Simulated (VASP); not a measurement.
# Ba8Ti8O23 (a cell with a defect) in VASP: single point with PBE

Aim: the single point of Ba8Ti8O23 (a cell with a defect) with PBE.

All numbers are computed with VASP 6.6.1; they aren't measurements. Logs are shortened: lines on timing, memory, paths and dates and some standing lists are left out, and cuts for length are marked.

## (1) The cell of the first run

The cell holds a defect, 39 atoms: a = 7.968 Å, b = 8.037 Å, c = 8.037 Å, α = 89.82°, β = 90.00°, γ = 90.00°.

## (2) Single point, PBE

Input file INCAR:

```
SYSTEM = Ba8Ti8O23
PREC = Accurate
ENCUT = 520
EDIFF = 1E-6
ISMEAR = 0
SIGMA = 0.02
LREAL = Auto
LASPH = .True.
NELM = 120
ALGO = Normal
ISIF = 2
LWAVE = .False.
LCHARG = .False.
GGA = PE
NBANDS = 182
NELECT = 312.0
GGA_COMPAT = .False.
KPAR = 2
NCORE = 2
```

Input file KPOINTS:

```
regular mesh
0
Gamma
  2 2 2
  0 0 0
```

Input file POSCAR:

```
Ba8Ti8O23
1.0
    7.9682000000      0.0000000000      0.0000000000
    0.0000000000      5.6741000000      5.6916000000
    0.0000000000     -5.6741000000      5.6916000000
Ba Ti O
8 8 23
Direct
    0.0063678121     -0.0013493379      0.0050382830
    0.0040007781     -0.0017314647      0.5003604970
    0.0072333777      0.5079554142      0.0065227641
    0.0032686178      0.5077138335      0.5034218753
    0.4891019302     -0.0024662513      0.0047241401
    0.4902481112     -0.0030084225      0.4991901640
    0.4919379534      0.5059184804      0.0034472515
    0.4910087598      0.5084723347      0.5010849076
    0.2427452875      0.2595254701      0.2569351034
    0.2400491956      0.2583996743      0.7603326681
    0.2419980673      0.7596993653      0.2589670906
    0.2428081624      0.7578175897      0.7575211551
    0.7460713838      0.2623663834      0.2728797688
    0.7383612359      0.2439641639      0.7305430046
    0.7423685399      0.7634745770      0.2604571821
    0.7460624733      0.7695861703      0.7681979326
   -0.0046533722      0.2458994995      0.2371462170
    0.2518542456      0.2446212954      0.4863852756
    0.2519974398      0.4915944296      0.2502395011
    0.0049022364      0.2357025990      0.7450268971
    0.2511608644      0.2454759480      0.9920010357
    0.2508222685      0.4908594553      0.7437536588
    0.0054333476      0.7472845593      0.2473076467
    0.2515417535      0.7471861121      0.4933603072
    0.2515662257      0.9930470024      0.2470677281
   -0.0015127632      0.7422509986      0.7458757144
    0.2517930022      0.7488703753      0.9919986247
    0.2520642052      0.9868152700      0.7442677295
    0.5132273286      0.2454422558      0.2353687640
    0.7501198514      0.2623817887      0.5009887925
    0.7526222986      0.4882844722      0.2398385512
    0.5043047363      0.2361925660      0.7462944324
    0.7541665621      0.4433566965      0.8226739451
    0.5054776487      0.7473294425      0.2471288821
    0.7525462463      0.7447513398      0.4940969629
    0.7524282774      0.9995037004      0.2431881613
    0.5110088853      0.7410853325      0.7457963880
    0.7527362516      0.7504521894      0.9956315129
    0.7522887227      1.0008362704      0.7665258071
```

Potentials or basis: VASP PAW PBE potentials, release 64 (Ba_sv, Ti_sv, O).

On the command line:

```sh
$ cat potpaw_PBE.64/Ba_sv/POTCAR potpaw_PBE.64/Ti_sv/POTCAR potpaw_PBE.64/O/POTCAR > POTCAR
$ mpirun -np 4 vasp_std > vasp.out
```

OUTCAR:

```text
SYSTEM = Ba8Ti8O23
   PREC = Accurate
   ENCUT = 520
   EDIFF = 1E-6
   ISMEAR = 0
   LREAL = Auto
   LASPH = .True.
   NELM = 120
   ISIF = 2
   GGA = PE
   NELECT = 312.0

 ion  position               nearest neighbor table
   1  0.006  0.999  0.005-  17 2.73  25 2.76  21 2.78  36 2.79  39 2.79  23 2.80  27 2.80  20 2.82
                            38 2.84  28 2.87  26 2.94  12 3.36  16 3.37  11 3.37  10 3.42   9 3.47
   2  0.004  0.998  0.500-  20 2.74  28 2.79  18 2.80  24 2.82  25 2.84  26 2.85  35 2.86  23 2.87
                            36 2.88  17 2.90  30 2.93  39 2.93  11 3.33  12 3.41  15 3.41  14 3.44
   3  0.007  0.508  0.007-  33 2.55  23 2.73  27 2.75  31 2.77  19 2.77  17 2.80  26 2.81  38 2.81
                            21 2.87  22 2.87  20 3.04  10 3.38   9 3.40  12 3.40  11 3.43  16 3.52
   4  0.003  0.508  0.503-  26 2.72  24 2.76  35 2.76  22 2.76  23 2.81  30 2.82  19 2.84  18 2.90
                            31 2.92  20 2.92  17 3.01  33 3.28  13 3.40  11 3.40   9 3.40  10 3.44
   5  0.489  0.998  0.005-  25 2.72  29 2.73  21 2.75  27 2.75  34 2.80  28 2.82  32 2.83  39 2.84
                            36 2.84  38 2.89  37 2.94  16 3.34  12 3.40  11 3.42  15 3.44  10 3.49
   6  0.490  0.997  0.499-  28 2.74  18 2.75  24 2.77  32 2.77  25 2.78  37 2.86  34 2.86  35 2.91
                            29 2.91  36 2.93  30 2.97  39 3.00  15 3.36  11 3.36  14 3.37  12 3.44
   7  0.492  0.506  0.003-  33 2.59  27 2.74  19 2.76  34 2.76  37 2.80  29 2.80  31 2.82  22 2.84
                            21 2.84  38 2.86  32 3.00  10 3.44  12 3.45   9 3.46  16 3.48  11 3.52
   8  0.491  0.508  0.501-  24 2.71  37 2.72  22 2.74  19 2.78  34 2.80  35 2.82  18 2.85  30 2.86
                            32 2.94  31 2.96  29 3.01  13 3.38  11 3.43  14 3.43   9 3.43  15 3.45
   9  0.243  0.260  0.257-  18 1.85  19 1.87  17 1.98  21 2.13  25 2.14  29 2.17   3 3.40   4 3.40
[... 16 lines left out ...]
  18  0.252  0.245  0.486-   9 1.85  10 2.21   6 2.75   2 2.80   8 2.85   4 2.90
  19  0.252  0.492  0.250-   9 1.87  11 2.16   7 2.76   3 2.77   8 2.78   4 2.84
  20  0.005  0.236  0.745-  10 1.89  14 2.13   2 2.74   1 2.82   4 2.92   3 3.04
  21  0.251  0.245  0.992-  10 1.87   9 2.13   5 2.75   1 2.78   7 2.84   3 2.87
  22  0.251  0.491  0.744-  10 1.87  12 2.15   8 2.74   4 2.76   7 2.84   3 2.87
[... 8 lines left out ...]
  31  0.753  0.488  0.240-  13 1.83  15 2.22   3 2.77   7 2.82   4 2.92   8 2.96
  32  0.504  0.236  0.746-  14 1.87  10 2.12   6 2.77   5 2.83   8 2.94   7 3.00
  33  0.754  0.443  0.823-  14 1.77   3 2.55   7 2.59   4 3.28
  34  0.505  0.747  0.247-  15 1.90  11 2.10   7 2.76   5 2.80   8 2.80   6 2.86
  35  0.753  0.745  0.494-  15 1.89  16 2.21   4 2.76   8 2.82   2 2.86   6 2.91
  36  0.752  1.000  0.243-  15 1.90  13 2.13   1 2.79   5 2.84   2 2.88   6 2.93
  37  0.511  0.741  0.746-  16 1.90  12 2.14   8 2.72   7 2.80   6 2.86   5 2.94
  38  0.753  0.750  0.996-  16 1.83  15 2.13   3 2.81   1 2.84   7 2.86   5 2.89
  39  0.752  0.001  0.767-  16 1.86  14 1.98   1 2.79   5 2.84   2 2.93   6 3.00

  LATTYP: Found a base centered orthorhombic cell.
 ALAT       =    11.3482000000
 B/A-ratio  =     1.0030841896
 C/A-ratio  =     0.7021554079

  Lattice vectors:

 A1 = (   0.0000000000,   5.6741000000,  -5.6916000000)
 A2 = (   0.0000000000,   5.6741000000,   5.6916000000)
 A3 = (   7.9682000000,   0.0000000000,   0.0000000000)

Analysis of symmetry for initial positions (statically):
=====================================================================
 Subroutine PRICEL returns:
 Original cell was already a primitive cell.

 Routine SETGRP: Setting up the symmetry group for a
 base centered orthorhombic supercell.

 Subroutine GETGRP returns: Found  1 space group operations
 (whereof  1 operations were pure point group operations)
 out of a pool of  8 trial point group operations.

The static configuration has the point symmetry C_1 .

Analysis of symmetry for dynamics (positions and initial velocities):
=====================================================================
 Subroutine PRICEL returns:
 Original cell was already a primitive cell.

 Routine SETGRP: Setting up the symmetry group for a
 base centered orthorhombic supercell.

 Subroutine GETGRP returns: Found  1 space group operations
 (whereof  1 operations were pure point group operations)
 out of a pool of  8 trial point group operations.

The dynamic configuration has the point symmetry C_1 .

 Subroutine INISYM returns: Found  1 space group operations
 (whereof  1 operations are pure point group operations),
 and found     1 'primitive' translations

----------------------------------------------------------------------------------------

[... 106 lines left out ...]
     0.062749429  0.000000000  0.000000000     0.500000000  0.000000000  0.000000000
     0.000000000  0.044059851  0.043924380     0.000000000  0.500000000  0.000000000
     0.000000000 -0.044059851  0.043924380     0.000000000  0.000000000  0.500000000

  Length of vectors
     0.062749429  0.062214320  0.062214320

  Shift w.r.t. Gamma in fractional coordinates (k-lattice)
     0.000000000  0.000000000  0.000000000

 Subroutine IBZKPT returns following result:
 ===========================================

 Found      8 irreducible k-points:

 Following reciprocal coordinates:
            Coordinates               Weight
  0.000000  0.000000  0.000000      1.000000
  0.500000  0.000000  0.000000      1.000000
  0.000000  0.500000  0.000000      1.000000
  0.000000  0.000000  0.500000      1.000000
  0.500000  0.500000  0.000000      1.000000
  0.500000  0.000000  0.500000      1.000000
  0.000000  0.500000  0.500000      1.000000
  0.500000  0.500000  0.500000      1.000000
   k-points           NKPTS =      8   k-points in BZ     NKDIM =      8   number of bands    NBANDS=    182
   number of dos      NEDOS =    301   number of ions     NIONS =     39
   total plane-waves  NPLWV = 216000
   dimension x,y,z NGX =    60 NGY =   60 NGZ =   60
   dimension x,y,z NGXF=   120 NGYF=  120 NGZF=  120
   ions per type =               8   8  23
   NGX,Y,Z   is equivalent  to a cutoff of  12.52, 12.41, 12.41 a.u.
   NGXF,Y,Z  is equivalent  to a cutoff of  25.04, 24.82, 24.82 a.u.
 SYSTEM =  Ba8Ti8O23
   PREC   = accura    normal or accurate (medium, high low for compatibility)
   ISTART =      0    job   : 0-new  1-cont  2-samecut
   ICHARG =      2    charge: 1-file 2-atom 10-const
   ISPIN  =      1    spin polarized calculation?
   LNONCOLLINEAR =      F non collinear calculations
   LSORBIT =      F    spin-orbit coupling
   LASPH  =      T    aspherical Exc in radial PAW
   ENCUT  =  520.0 eV  38.22 Ry    6.18 a.u.  14.82 14.94 14.94*2*pi/ulx,y,z
   NELM   =    120;   NELMIN=  2; NELMDL= -5     # of ELM steps
   EDIFF  = 0.1E-05   stopping-criterion for ELM
   LREAL  =      T    real-space projection
   EDIFFG = 0.1E-04   stopping-criterion for IOM
   NSW    =      0    number of steps for IOM
   IBRION =     -1    ionic relax: 0-MD 1-quasi-New 2-CG
   NFREE  =      0    steps in history (QN), initial steepest desc. (CG)
   ISIF   =      2    stress and relaxation
   ISYM   =      2    0-nonsym 1-usesym 2-fastsym
   POTIM  = 0.5000    time-step for ionic-motion
   TEBEG  =    0.0;   TEEND  =   0.0 temperature during run
   PSTRESS=    0.0 pullay stress
   NELECT =     312.0000    total number of electrons
   NUPDOWN=      -1.0000    fix difference up-down
   EMIN   =  10.00;   EMAX   =-10.00  energy-range for DOS
   EFERMI =   0.00;   METHOD = LEGACY
   ISMEAR =     0;   SIGMA  =   0.02  broadening in eV -4-tet -1-fermi 0-gaus
   EFERMI_NEDOS =   21; number of points for ismear=-14 and -15
   IALGO  =     38    algorithm
   IMIX   =      4    mixing-type and parameters
     AMIX     =   0.40;   BMIX     =  1.00
     AMIX_MAG =   1.60;   BMIX_MAG =  1.00
  volume/ion in A,a.u.               =      13.20        89.05
  Fermi-wavevector in a.u.,A,eV,Ry     =   1.385540  2.618292 26.119403  1.919722
  Thomas-Fermi vector in A             =   2.509941
   LORBIT       =      0    0 simple, 1 ext, 2 COOP (PROOUT), +10 PAW based schemes
   GGA     = PE    functional components
   LHFCALC =     F    Hartree Fock is set to
   AEXX    =    0.0000 exact exchange contribution
   IVDW    =     0    specifies the selected vdW correction
   LEPSILON=     F    determine dielectric tensor
   LRPA    =     F    only Hartree local field effects (RPA)
 non-spin polarized calculation
 Gauss-broadening in eV      SIGMA  =   0.02
  energy-cutoff  :      520.00
  volume of cell :      514.66
 maximum number of plane-waves:     13884
 NGX is ok and might be reduce to    60
   NGX = 29   NGY = 29   NGZ = 29

 number of electron     312.0000035 magnetization

 Free energy of the ion-electron system (eV)
  ---------------------------------------------------
  ext. energy  EPLUGINS =         0.00000000
  ---------------------------------------------------
  free energy    TOTEN  =      -321.24823309 eV

  energy without entropy =     -321.24823309  energy(sigma->0) =     -321.24823309

 E-fermi :   3.8121     XC(G=0): -11.0484

 val. band max:        3.6737316646   @ k =   0.0000   0.0000   0.0000
 cond. band min:       5.9262195267   @ k =   0.0000   0.0000   0.0000
 fundamental gap:      2.2524878621
 Fermi energy:         3.8120657017

 k-point     1 :       0.0000    0.0000    0.0000
  band No.  band energies     occupation
      1     -52.8067      2.00000
      2     -52.7308      2.00000
      3     -52.7221      2.00000
      4     -52.7038      2.00000
      5     -52.6681      2.00000
      6     -52.6316      2.00000
[... 1357 lines left out ...]
    167       7.1016      0.00000
    168       7.1327      0.00000
 [bands above 168 left out]

------------------------ aborting loop because EDIFF is reached ----------------------------------------

  FORCE on cell =-STRESS in cart. coord.  units (eV):
  Direction    XX          YY          ZZ          XY          YZ          ZX
  --------------------------------------------------------------------------------------
  -------------------------------------------------------------------------------------
  Total        5.3985798      6.9606676      9.2735539     -0.3477853     -0.7652784     -0.4949964
  in kB       16.8061615     21.6690513     28.8692303     -1.0826804     -2.3823658     -1.5409588
  external PRESSURE =      22.4481477 kB  Pullay stress =       0.0000000 kB

 VOLUME and BASIS-vectors are now :
 -----------------------------------------------------------------------------
  energy-cutoff  :      520.00
  volume of cell :      514.66
      direct lattice vectors                 reciprocal lattice vectors
     7.968200000  0.000000000  0.000000000     0.125498858  0.000000000  0.000000000
     0.000000000  5.674100000  5.691600000     0.000000000  0.088119702  0.087848760
     0.000000000 -5.674100000  5.691600000     0.000000000 -0.088119702  0.087848760

 POSITION                                       TOTAL-FORCE (eV/Angst)
 -----------------------------------------------------------------------------------
      0.05074      5.63786      5.71260        -0.036014      0.000236     -0.039221
      0.03188      2.82518      8.52960        -0.054098     -0.015951     -0.000315
      0.05764      2.84518      2.92820        -0.013737     -0.019252     -0.047724
      0.02605      0.02435      5.75498        -0.075474     -0.072829     -0.025403
      3.89726      5.63330      5.70445         0.059499      0.007489     -0.043221
      3.90639      2.82458      8.51567         0.064783     -0.016213      0.000624
[... 31 lines left out ...]
      5.99795     -1.39117      9.93801         0.003839     -0.026086      0.069249
      5.99439     -4.34460      4.36752         0.000288      0.026454      0.009186
 -----------------------------------------------------------------------------------
    total drift:                                0.000217      0.003411     -0.025078

  FREE ENERGIE OF THE ION-ELECTRON SYSTEM (eV)
  ---------------------------------------------------
  free  energy   TOTEN  =      -321.2482330943 eV

  energy  without entropy=     -321.2482330943  energy(sigma->0) =     -321.24823309
```

Wall time 7 min (4 MPI ranks of Intel Xeon Platinum 8375C at 2.90GHz (Ice Lake), shared host); peak memory 0.48 GiB.

Results:

| Property | Result |
| --- | --- |
| Free energy | -321.2482 eV |
| Largest force | 0.785 eV/Å |

Forces on the atoms (eV/Å):
```
Ba  -0.036  0.000 -0.039
Ba  -0.054 -0.016  0.000
Ba  -0.014 -0.019 -0.048
Ba  -0.075 -0.073 -0.025
Ba   0.059  0.007 -0.043
Ba   0.065 -0.016  0.001
Ba   0.018 -0.018 -0.023
Ba   0.087 -0.073 -0.024
Ti  -0.005 -0.009 -0.061
Ti   0.005 -0.017 -0.085
Ti   0.018 -0.030 -0.076
Ti   0.015 -0.019 -0.070
Ti   0.021 -0.044 -0.071
Ti   0.091  0.058  0.128
Ti   0.041  0.016 -0.109
Ti   0.017 -0.123 -0.097
O   -0.011 -0.015  0.015
O   -0.005 -0.057  0.062
O    0.001  0.003  0.039
O   -0.082 -0.055  0.093
O    0.002 -0.031  0.052
O    0.004 -0.009  0.037
O   -0.027 -0.027  0.011
O   -0.006 -0.042  0.040
O   -0.001  0.000  0.040
O    0.011  0.005  0.052
O    0.001 -0.063  0.024
O   -0.010  0.025  0.068
O   -0.017 -0.006  0.006
O   -0.021 -0.035 -0.074
O    0.006  0.006 -0.007
O   -0.018 -0.069  0.073
O   -0.027  0.762 -0.189
O   -0.031 -0.025  0.009
O    0.002 -0.046  0.075
O    0.006  0.043  0.079
O   -0.034  0.014  0.061
O    0.004 -0.026  0.069
O    0.000  0.026  0.009
```

Levels at points of the mesh, in eV from the Fermi level:
```tsv
k point	band 152	band 153	band 154	band 155	band 156	band 157	band 158	band 159	band 160	band 161
(0.00, 0.00, 0.00)	-0.53	-0.26	-0.23	-0.16	-0.14	2.11	2.27	2.35	2.36	2.43
(0.50, 0.00, 0.00)	-0.57	-0.53	-0.52	-0.48	-0.26	2.33	2.38	2.60	2.73	2.80
(0.00, 0.50, 0.00)	-0.64	-0.58	-0.55	-0.41	-0.16	2.21	2.28	2.59	2.67	2.88
(0.00, 0.00, 0.50)	-0.64	-0.62	-0.57	-0.20	-0.15	2.22	2.42	2.48	2.71	2.92
(0.50, 0.50, 0.00)	-0.67	-0.60	-0.60	-0.56	-0.46	2.49	2.58	2.75	2.78	2.87
(0.50, 0.00, 0.50)	-0.65	-0.63	-0.58	-0.57	-0.44	2.48	2.65	2.79	2.81	2.93
(0.00, 0.50, 0.50)	-0.68	-0.67	-0.63	-0.58	-0.42	2.42	2.65	2.81	2.87	2.91
(0.50, 0.50, 0.50)	-0.71	-0.70	-0.65	-0.63	-0.51	2.48	2.74	2.86	2.90	3.07
```

Caveat: the cell carries a net charge on a neutralising background, which shifts energy and pressure; the cell is charged against a uniform background, so pressure and absolute levels hang on convention; spin-orbit coupling is left out, which moves the levels of the heavy elements.
